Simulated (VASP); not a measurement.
# Ni2C3 (P-3m1) in VASP: notebook

Ni2C3 is run at these levels: PBE; tasks: single point, relaxation of cell and atoms.

All numbers are computed with VASP 6.6.1; they aren't measurements. Logs are shortened: lines on timing, memory, paths and dates and some standing lists are left out, and cuts for length are marked.

### Step 1. The cell of the first run

The structure is trigonal, space group P-3m1 (No. 164). Conventional cell: a = 2.560 Å, b = 2.560 Å, c = 8.099 Å, α = 90.00°, β = 90.00°, γ = 120.00°. Within 2.6 Å of Ni (site symmetry 3m) lie 3 C at 1.91 Å and 6 Ni at 2.56 Å. C (site symmetry -3m) has 6 Ni at 1.91 Å and 6 C at 2.56 Å within 2.6 Å. C (site symmetry 3m) has 3 C at 1.48 Å within 2.0 Å.

### Step 2. Single point, PBE

The input, INCAR:

```
PREC     = Accurate       # precision mode
ENCUT    = 700            # plane-wave cutoff, eV
EDIFF    = 1E-6           # SCF threshold, eV
ISMEAR   = 0              # smearing method
SIGMA    = 0.1            # smearing width, eV
LREAL    = F              # projectors in reciprocal space
LASPH    = T              # aspherical terms in the spheres
NELM     = 120            # most SCF steps
ALGO     = Normal         # electronic algorithm
ISIF     = 2              # what is computed and relaxed
LWAVE    = F              # write WAVECAR
LCHARG   = F              # write CHGCAR
GGA      = PE             # functional
NBANDS   = 32             # bands
GGA_COMPAT= F
```

The input, KPOINTS:

```
Automatic mesh
0
Gamma
  6 6 4
```

The input, POSCAR:

```
Ni2C3
1.0
    2.5600506422      0.0000000000      0.0000000000
   -1.2800253211      2.2170688911      0.0000000000
    0.0000000000      0.0000000000      8.0992143654
Ni C
2 3
Direct
    0.3333333333      0.6666666667      0.1489127854
    0.6666666667      0.3333333333      0.8510872146
    0.0000000000      0.0000000000      0.0000000000
    0.3333333333      0.6666666667      0.4993763328
    0.6666666667      0.3333333333      0.5006236672
```

Potentials or basis: VASP PAW PBE potentials, release 64 (Ni_sv_GW, C).

The run is started by

```sh
> cat potpaw_PBE.64/Ni_sv_GW/POTCAR potpaw_PBE.64/C/POTCAR > POTCAR
> mpirun -np 1 vasp_std > vasp.out
```

OUTCAR:

```text
PREC = Accurate
   ENCUT = 700
   EDIFF = 1E-6
   ISMEAR = 0
   LREAL = F
   LASPH = T
   NELM = 120
   ISIF = 2
   GGA = PE

 ion  position               nearest neighbor table
   1  0.333  0.667  0.149-   3 1.91   3 1.91   3 1.91
   2  0.667  0.333  0.851-   3 1.91   3 1.91   3 1.91
   3  0.000  0.000  0.000-   1 1.91   2 1.91   1 1.91   2 1.91   2 1.91   1 1.91
   4  0.333  0.667  0.499-   5 1.48   5 1.48   5 1.48
   5  0.667  0.333  0.501-   4 1.48   4 1.48   4 1.48

  LATTYP: Found a hexagonal cell.
 ALAT       =     2.5600506422
 C/A-ratio  =     3.1636930270

  Lattice vectors:

 A1 = (   2.5600506422,   0.0000000000,   0.0000000000)
 A2 = (  -1.2800253211,   2.2170688911,   0.0000000000)
 A3 = (   0.0000000000,   0.0000000000,   8.0992143654)

Analysis of symmetry for initial positions (statically):
=====================================================================
 Subroutine PRICEL returns:
 Original cell was already a primitive cell.

 Routine SETGRP: Setting up the symmetry group for a
 hexagonal supercell.

 Subroutine GETGRP returns: Found 12 space group operations
 (whereof 12 operations were pure point group operations)
 out of a pool of 24 trial point group operations.

The static configuration has the point symmetry D_3d.

Analysis of symmetry for dynamics (positions and initial velocities):
=====================================================================
 Subroutine PRICEL returns:
 Original cell was already a primitive cell.

 Routine SETGRP: Setting up the symmetry group for a
 hexagonal supercell.

 Subroutine GETGRP returns: Found 12 space group operations
 (whereof 12 operations were pure point group operations)
 out of a pool of 24 trial point group operations.

The dynamic configuration has the point symmetry D_3d.

 Subroutine INISYM returns: Found 12 space group operations
 (whereof 12 operations are pure point group operations),
 and found     1 'primitive' translations

----------------------------------------------------------------------------------------

                                     Primitive cell

  volume of cell :      45.9696

  direct lattice vectors                    reciprocal lattice vectors
     2.560050642  0.000000000  0.000000000     0.390617273  0.225522988  0.000000000
    -1.280025321  2.217068891  0.000000000     0.000000000  0.451045975  0.000000000
     0.000000000  0.000000000  8.099214365     0.000000000  0.000000000  0.123468766

  length of vectors
     2.560050642  2.560050642  8.099214365     0.451045975  0.451045975  0.123468766

  position of ions in fractional coordinates (direct lattice)
     0.333333333  0.666666667  0.148912785
     0.666666667  0.333333333  0.851087215
     0.000000000  0.000000000  0.000000000
     0.333333333  0.666666667  0.499376333
     0.666666667  0.333333333  0.500623667

  ion indices of the primitive-cell ions
   primitive index   ion index
                 1           1
                 2           2
                 3           3
                 4           4
                 5           5

----------------------------------------------------------------------------------------

 KPOINTS: Automatic mesh

Automatic generation of k-mesh.
 Grid dimensions read from file:
 generate k-points for:    6    6    4

 Generating k-lattice:

  Cartesian coordinates                     Fractional coordinates (reciprocal lattice)
     0.065102879  0.037587165  0.000000000     0.166666667  0.000000000  0.000000000
     0.000000000  0.075174329  0.000000000     0.000000000  0.166666667  0.000000000
     0.000000000  0.000000000  0.030867191     0.000000000  0.000000000  0.250000000

  Length of vectors
     0.075174329  0.075174329  0.030867191

  Shift w.r.t. Gamma in fractional coordinates (k-lattice)
     0.000000000  0.000000000  0.000000000

 Subroutine IBZKPT returns following result:
 ===========================================

 Found     24 irreducible k-points:

 Following reciprocal coordinates:
            Coordinates               Weight
  0.000000  0.000000  0.000000      1.000000
  0.166667  0.000000  0.000000      6.000000
  0.333333  0.000000  0.000000      6.000000
  0.500000  0.000000  0.000000      3.000000
  0.166667  0.166667  0.000000      6.000000
  0.333333  0.166667  0.000000     12.000000
[... 16 lines left out ...]
  0.333333  0.166667  0.500000     12.000000
  0.333333  0.333333  0.500000      2.000000
   k-points           NKPTS =     24   k-points in BZ     NKDIM =     24   number of bands    NBANDS=     32
   number of dos      NEDOS =    301   number of ions     NIONS =      5
   total plane-waves  NPLWV =  40320
   dimension x,y,z NGX =    24 NGY =   24 NGZ =   70
   dimension x,y,z NGXF=    48 NGYF=   48 NGZF=  140
   ions per type =               2   3
   NGX,Y,Z   is equivalent  to a cutoff of  15.59, 15.59, 14.37 a.u.
   NGXF,Y,Z  is equivalent  to a cutoff of  31.17, 31.17, 28.74 a.u.
 SYSTEM =  unknown system
   PREC   = accura    normal or accurate (medium, high low for compatibility)
   ISTART =      0    job   : 0-new  1-cont  2-samecut
   ICHARG =      2    charge: 1-file 2-atom 10-const
   ISPIN  =      1    spin polarized calculation?
   LNONCOLLINEAR =      F non collinear calculations
   LSORBIT =      F    spin-orbit coupling
   LASPH  =      T    aspherical Exc in radial PAW
   ENCUT  =  700.0 eV  51.45 Ry    7.17 a.u.   5.52  5.52 17.47*2*pi/ulx,y,z
   NELM   =    120;   NELMIN=  2; NELMDL= -5     # of ELM steps
   EDIFF  = 0.1E-05   stopping-criterion for ELM
   LREAL  =      F    real-space projection
   EDIFFG = 0.1E-04   stopping-criterion for IOM
   NSW    =      0    number of steps for IOM
   IBRION =     -1    ionic relax: 0-MD 1-quasi-New 2-CG
   NFREE  =      0    steps in history (QN), initial steepest desc. (CG)
   ISIF   =      2    stress and relaxation
   ISYM   =      2    0-nonsym 1-usesym 2-fastsym
   POTIM  = 0.5000    time-step for ionic-motion
   TEBEG  =    0.0;   TEEND  =   0.0 temperature during run
   PSTRESS=    0.0 pullay stress
   NELECT =      48.0000    total number of electrons
   NUPDOWN=      -1.0000    fix difference up-down
   EMIN   =  10.00;   EMAX   =-10.00  energy-range for DOS
   EFERMI =   0.00;   METHOD = LEGACY
   ISMEAR =     0;   SIGMA  =   0.10  broadening in eV -4-tet -1-fermi 0-gaus
   EFERMI_NEDOS =   21; number of points for ismear=-14 and -15
   IALGO  =     38    algorithm
   IMIX   =      4    mixing-type and parameters
     AMIX     =   0.40;   BMIX     =  1.00
     AMIX_MAG =   1.60;   BMIX_MAG =  1.00
  volume/ion in A,a.u.               =       9.19        62.04
  Fermi-wavevector in a.u.,A,eV,Ry     =   1.660855  3.138561 37.530842  2.758439
  Thomas-Fermi vector in A             =   2.748019
   LORBIT       =      0    0 simple, 1 ext, 2 COOP (PROOUT), +10 PAW based schemes
   GGA     = PE    functional components
   LHFCALC =     F    Hartree Fock is set to
   AEXX    =    0.0000 exact exchange contribution
   IVDW    =     0    specifies the selected vdW correction
   LEPSILON=     F    determine dielectric tensor
   LRPA    =     F    only Hartree local field effects (RPA)
 non-spin polarized calculation
 Gauss-broadening in eV      SIGMA  =   0.10
  energy-cutoff  :      700.00
  volume of cell :       45.97
 maximum number of plane-waves:      1991
 NGX is ok and might be reduce to    24
   NGX = 11   NGY = 11   NGZ = 35

 number of electron      47.9999975 magnetization

 Free energy of the ion-electron system (eV)
  ---------------------------------------------------
  ext. energy  EPLUGINS =         0.00000000
  ---------------------------------------------------
  free energy    TOTEN  =       -37.81826376 eV

  energy without entropy =      -37.80090027  energy(sigma->0) =      -37.80958202

 E-fermi :   7.2911     XC(G=0): -12.4125

 val. band max:        7.2540141527   @ k =   0.5000   0.0000   0.2500
 cond. band min:       7.3085715586   @ k =   0.5000   0.0000   0.5000
 fundamental gap:      0.0545574059
 Fermi energy:         7.2911334783

 k-point     1 :       0.0000    0.0000    0.0000
  band No.  band energies     occupation
      1     -96.5807      2.00000
      2     -96.5780      2.00000
      3     -56.9914      2.00000
      4     -56.9551      2.00000
      5     -56.9350      2.00000
      6     -56.9350      2.00000
[... 24 lines left out ...]
     31      16.6505      0.00000
     32      16.6897      0.00000

 k-point     2 :       0.1667    0.0000    0.0000
  band No.  band energies     occupation
      1     -96.5764      2.00000
      2     -96.5739      2.00000
      3     -56.9866      2.00000
      4     -56.9678      2.00000
      5     -56.9627      2.00000
      6     -56.9525      2.00000
[... 24 lines left out ...]
     31      16.5180      0.00000
     32      18.1223      0.00000

 k-point     3 :       0.3333    0.0000    0.0000
  band No.  band energies     occupation
      1     -96.5679      2.00000
      2     -96.5660      2.00000
      3     -57.0338      2.00000
      4     -57.0300      2.00000
      5     -56.9689      2.00000
      6     -56.9604      2.00000
[... 24 lines left out ...]
     31      17.5346      0.00000
     32      18.6918      0.00000

 k-point     4 :       0.5000    0.0000    0.0000
  band No.  band energies     occupation
      1     -96.5634      2.00000
      2     -96.5623      2.00000
      3     -57.0663      2.00000
      4     -57.0617      2.00000
      5     -56.9686      2.00000
      6     -56.9622      2.00000
[... 654 lines left out ...]
     31      16.5209      0.00000
     32      19.3191      0.00000

 k-point    23 :       0.3333    0.1667    0.5000
  band No.  band energies     occupation
      1     -96.5634      2.00000
      2     -96.5624      2.00000
      3     -57.0495      2.00000
      4     -57.0456      2.00000
      5     -56.9850      2.00000
      6     -56.9802      2.00000
[... 24 lines left out ...]
     31      15.9965      0.00000
     32      17.1563      0.00000

 k-point    24 :       0.3333    0.3333    0.5000
  band No.  band energies     occupation
      1     -96.5611      2.00000
      2     -96.5611      2.00000
      3     -57.0308      2.00000
      4     -57.0239      2.00000
      5     -57.0239      2.00000
      6     -57.0226      2.00000
[... 24 lines left out ...]
     31      17.0781      0.00000
     32      17.0784      0.00000

------------------------ aborting loop because EDIFF is reached ----------------------------------------

  FORCE on cell =-STRESS in cart. coord.  units (eV):
  Direction    XX          YY          ZZ          XY          YZ          ZX
  --------------------------------------------------------------------------------------
  -------------------------------------------------------------------------------------
  Total       -0.1732227     -0.1732227     -0.1394670      0.0000000     -0.0000000      0.0000000
  in kB       -6.0373268     -6.0373268     -4.8608410      0.0000000     -0.0000000      0.0000000
  external PRESSURE =      -5.6451649 kB  Pullay stress =       0.0000000 kB

 VOLUME and BASIS-vectors are now :
 -----------------------------------------------------------------------------
  energy-cutoff  :      700.00
  volume of cell :       45.97
      direct lattice vectors                 reciprocal lattice vectors
     2.560050642  0.000000000  0.000000000     0.390617273  0.225522988  0.000000000
    -1.280025321  2.217068891  0.000000000     0.000000000  0.451045975  0.000000000
     0.000000000  0.000000000  8.099214365     0.000000000  0.000000000  0.123468766

 POSITION                                       TOTAL-FORCE (eV/Angst)
 -----------------------------------------------------------------------------------
     -0.00000      1.47805      1.20608         0.000000     -0.000000      0.028809
      1.28003      0.73902      6.89314         0.000000      0.000000     -0.028809
      0.00000      0.00000      0.00000        -0.000000      0.000000      0.000000
     -0.00000      1.47805      4.04456         0.000000      0.000000     -0.000086
      1.28003      0.73902      4.05466        -0.000000     -0.000000      0.000086
 -----------------------------------------------------------------------------------
    total drift:                                0.000000     -0.000000      0.000000

  FREE ENERGIE OF THE ION-ELECTRON SYSTEM (eV)
  ---------------------------------------------------
  free  energy   TOTEN  =       -37.8182637616 eV

  energy  without entropy=      -37.8009002705  energy(sigma->0) =      -37.80958202
```

Wall time 73 s (1 thread of Intel Xeon Platinum 8375C at 2.90GHz (Ice Lake), shared host); peak memory 0.22 GiB.

What came out:

* Free energy: -37.8183 eV
* Pressure: -0.6 GPa
* Largest force: 0.029 eV/Å
* Band gap on the k mesh: zero (bands 24 and 25 overlap by 1.45 eV)

Forces in eV/Å, atoms in the order of the input:
```
Ni   0.000  0.000  0.029
Ni   0.000  0.000 -0.029
C    0.000  0.000  0.000
C    0.000  0.000  0.000
C    0.000  0.000  0.000
```

Stress tensor (GPa, compression positive):
```
-0.60  0.00  0.00
 0.00 -0.60  0.00
 0.00  0.00 -0.49
```

Levels at points of the mesh, in eV from the Fermi level:
```csv
k point,band 22,band 23,band 24,band 25,band 26,band 27
"(0.00, 0.00, 0.00)",-1.78,-1.78,-1.48,-1.32,2.46,4.18
"(0.50, 0.00, 0.00)",-1.12,-1.06,-0.96,-0.11,1.11,2.80
"(0.00, 0.00, 0.50)",-1.98,-1.78,-1.78,0.39,1.13,4.18
"(0.50, 0.00, 0.50)",-1.30,-1.12,-1.06,0.02,0.91,2.80
```

Caveat: the k points lie up to 0.47 Å⁻¹ apart, too coarse for converged energies and pressures of a metal. Spin polarisation is off, so any magnetic state and its effect on volume and gap are missing.

### Step 3. Relaxation of cell and atoms, PBE

This run uses another cell than the first one, of 8.25 Å³/atom.

The input, INCAR:

```
ALGO     = Normal         # electronic algorithm
EDIFF    = 1E-7           # SCF threshold, eV
EDIFFG   = -0.04          # ionic threshold
ENCUT    = 700            # plane-wave cutoff, eV
GGA      = PE             # functional
GGA_COMPAT= F            
IBRION   = 2              # ionic algorithm
ISIF     = 3              # what is computed and relaxed
ISMEAR   = 0              # smearing method
LASPH    = T              # aspherical terms in the spheres
LCHARG   = F              # write CHGCAR
LREAL    = F              # projectors in reciprocal space
LWAVE    = F              # write WAVECAR
NELM     = 120            # most SCF steps
NELMIN   = 4            
NSW      = 90             # ionic steps
PREC     = Accurate       # precision mode
SIGMA    = 0.1            # smearing width, eV
```

The input, KPOINTS:

```
k-points
0
Gamma
  6 6 4
```

The input, POSCAR:

```
Ni2C3
1.0
    3.1277285984      0.0000000000      0.0000000000
   -1.5638642992      2.7086924223      0.0000000000
    0.0000000000      0.0000000000      4.8662376416
Ni C
2 3
Direct
    0.3333333333      0.6666666667      0.2450000000
    0.6666666667      0.3333333333      0.7550000000
    0.0000000000      0.0000000000      0.0000000000
    0.3333333333      0.6666666667      0.6450000000
    0.6666666667      0.3333333333      0.3550000000
```

Potentials or basis: VASP PAW PBE potentials, release 64 (Ni_sv_GW, C).

The run is started by

```sh
> cat potpaw_PBE.64/Ni_sv_GW/POTCAR potpaw_PBE.64/C/POTCAR > POTCAR
> mpirun -np 1 vasp_std > vasp.out
```

Run time: 13 min. Hardware: 1 thread of Intel Xeon 6975P-C (Granite Rapids), shared host; peak memory 0.22 GiB.

It converged, with:

- Free energy: -37.4882 eV
- Relaxed volume: 8.09 Å³/atom
- Relaxed cell: a = 2.593 Å, b = 2.593 Å, c = 6.944 Å, α = 90.00°, β = 90.00°, γ = 120.00°
- Space group after relaxing (to 0.1 Å): P-3m1 (No. 164)
- Energy gained by relaxing: 1119.5 meV/atom
- Ionic steps: 29
- Pressure after relaxing: -0.1 GPa
- Band gap on the k mesh: zero (bands 24 and 25 overlap by 0.49 eV)

Forces in eV/Å, atoms in the order of the input:
```
Ni   0.000  0.000  0.003
Ni   0.000  0.000 -0.003
C    0.000  0.000  0.000
C    0.000  0.000 -0.002
C    0.000  0.000  0.002
```

Stress tensor (GPa, compression positive):
```
-0.04  0.00  0.00
 0.00 -0.04  0.00
 0.00  0.00 -0.26
```

The path:
```csv
step,energy change (eV),largest force (eV/Å),pressure (GPa),volume (Å³)
1,0.0000,1.4341,13.78,41.23
2,-0.2078,0.8833,-14.44,45.60
3,-0.2427,0.9662,-7.88,44.33
4,-0.5275,1.2216,-9.19,43.56
5,-1.3848,2.6974,-7.37,41.49
6,-1.5254,6.8575,56.13,37.32
7,-2.0522,2.7347,4.96,40.03
8,-2.0280,4.5354,35.65,38.12
9,-2.2085,2.7519,16.06,39.20
10,-2.2743,2.8458,17.16,39.15
11,-2.4332,3.1959,21.23,39.02
12,-2.5653,4.7158,33.95,38.71
13,-2.9148,4.6646,30.33,39.26
14,-3.7596,4.7261,22.26,40.86
15,-2.4170,5.7444,13.88,43.87
16,-3.8665,4.9756,20.26,41.63
17,-4.2511,3.5956,9.56,42.42
18,-4.6576,0.8716,-11.62,44.47
19,-4.8123,0.7406,-9.70,43.86
20,-5.1931,0.6762,-3.08,42.02
21,-5.4139,0.6583,18.97,38.28
22,-5.4340,0.6154,13.75,38.99
23,-5.5627,0.5332,1.90,39.96
24,-5.5635,0.5227,0.90,40.05
25,-5.5803,0.3460,0.28,40.19
26,-5.5953,0.0599,-1.12,40.53
27,-5.5969,0.0449,0.92,40.31
28,-5.5970,0.0188,0.56,40.36
29,-5.5974,0.0028,-0.11,40.43
```

Final structure:
```yaml
crystal:
  lattice:
    - [2.59296, 0.00000, 0.00000]
    - [-1.29648, 2.24557, 0.00000]
    - [0.00000, 0.00000, 6.94430]
  atoms:
    - { symbol: Ni, position: [0.33333, 0.66667, 0.17275] }
    - { symbol: Ni, position: [0.66667, 0.33333, 0.82725] }
    - { symbol: C, position: [0.00000, 0.00000, 0.00000] }
    - { symbol: C, position: [0.33333, 0.66667, 0.49230] }
    - { symbol: C, position: [0.66667, 0.33333, 0.50770] }
```

Levels at points of the mesh, in eV from the Fermi level:
```tsv
k point	band 20	band 21	band 22	band 23	band 24	band 25	band 26	band 27	band 28
(0.00, 0.00, 0.00)	-2.21	-2.21	-2.05	-2.05	-0.84	-0.38	3.95	3.95	5.58
(0.50, 0.00, 0.00)	-2.19	-2.15	-1.37	-1.31	-0.59	-0.30	1.12	2.54	4.35
(0.00, 0.00, 0.50)	-2.29	-2.29	-2.00	-2.00	-1.86	2.28	3.77	3.96	3.96
(0.50, 0.00, 0.50)	-2.04	-1.57	-1.46	-1.37	-1.31	0.02	0.65	2.47	4.39
```

Caveat: the k points lie up to 0.47 Å⁻¹ apart in the final cell; a cell axis changed by over 15 % at a fixed basis, so the end point is rough. Spin polarisation is off, so any magnetic state and its effect on volume and gap are missing.

The gap in the log of VASP goes by the Fermi energy; the results here count the filled bands.